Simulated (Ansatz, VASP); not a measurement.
## One calculation of ZnO, two programs

```xyz
4
Lattice="3.2794 0.0000 0.0000 -1.6397 2.8400 0.0000 0.0000 0.0000 5.2939" Properties=species:S:1:pos:R:3 pbc="T T T"
Zn    0.0000    1.8934   -0.0107
Zn    1.6397    0.9467    2.6362
O     0.0000    1.8934    1.9959
O     1.6397    0.9467    4.6429
```

Alike in both runs: task single point; functional PBE; k mesh 9 × 9 × 4; no spin polarisation.

|  | VASP | Ansatz |
| --- | --- | --- |
| version | VASP 6.6.1 | Ansatz 0.2.0 |
| potentials or method | VASP PAW PBE potentials, release 64 (Zn, O) | plane waves, PAW |
| plane-wave cutoff (eV) | 520 | 420 |
| occupations | gaussian, width 0.01 eV | fixed |
| valence electrons in the cell | 36 | 36 |

|  | VASP | Ansatz | Ansatz less VASP |
| --- | --- | --- | --- |
| gap on the k mesh at the Fermi level (eV) | 0.73 | 0.74 | +0.016 |
| pressure (GPa) | 0.9 | 0.0 | -0.89 |
